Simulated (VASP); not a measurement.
Wanted: the native input for a VASP 6.6.1 run.

```yaml
Task: single point
Functional: PBE
Potentials_or_basis: VASP PAW PBE potentials, release 64 (Hf_pv, N)
Cutoff: 520 eV
k_mesh: 13 × 13 × 13
Occupations: methfessel-paxton, width 0.1 eV
Spin: no spin polarisation
Dipole_correction: no
Further_INCAR_settings: ALGO = Normal; EDIFF = 1e-06; NBANDS = 14
```

The structure of HfN lies in POSCAR:

```
HfN
1.0
    0.0000000000      2.2856876150      2.2856876150
    2.2856876150      0.0000000000      2.2856876150
    2.2856876150      2.2856876150      0.0000000000
Hf N
1 1
Direct
    0.0000000000      0.0000000000      0.0000000000
    0.5000000000      0.5000000000      0.5000000000
```

These files were run (other wordings do the same):

INCAR

```
PREC = Accurate ; ENCUT = 520
EDIFF = 1E-6 ; ISMEAR = 1
SIGMA = 0.1 ; LREAL = F
LASPH = T ; NELM = 80
ALGO = Normal ; ISIF = 2
LWAVE = F ; LCHARG = F
GGA = PE ; NBANDS = 14
```

KPOINTS

```
regular mesh
0
Gamma
  13 13 13
```

Potentials or basis: VASP PAW PBE potentials, release 64 (Hf_pv, N).

Run with:

```bash
$ cat potpaw_PBE.64/Hf_pv/POTCAR potpaw_PBE.64/N/POTCAR > POTCAR
$ mpirun -np 1 vasp_std > vasp.out
```

Results of the run:

```yaml
Pressure: -6.3 GPa
```

Run time: 12 s on 1 thread of Intel(R) Xeon(R) Platinum 8488C (Sapphire Rapids) (shared host), peak memory 0.15 GiB.
